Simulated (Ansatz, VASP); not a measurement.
## One calculation of NbH2, two programs

```
Nb H
1.0
     0.00000    2.31152    2.31152
     2.31152    0.00000    2.31152
     2.31152    2.31152    0.00000
Nb H
1 2
Cartesian
  0.0000 0.0000 0.0000
  1.1558 1.1558 1.1558
  3.4673 3.4673 3.4673
```

Change from the starting cell: volume scaled by 1.04, PAW files.

Alike in both runs: task electric field gradients; functional LDA; k mesh 15 × 15 × 15; occupations fermi-dirac, width 0.03 eV; no spin polarisation.

```csv
,VASP,Ansatz
version,VASP 6.6.1,Ansatz 0.2.0
potentials or method,"VASP PAW LDA potentials, release 64 (Nb_sv, H)","PAW with Ansatz's default frozen-core files, scalar-relativistic"
plane-wave cutoff (eV),520,420
valence electrons in the cell,15,15
```

```csv
,VASP,Ansatz,Ansatz less VASP
pressure (GPa),-14.3,-14.1,+0.17
```

LDA's correlation is that of Perdew and Zunger in VASP and of Perdew and Wang (1992) in Ansatz.
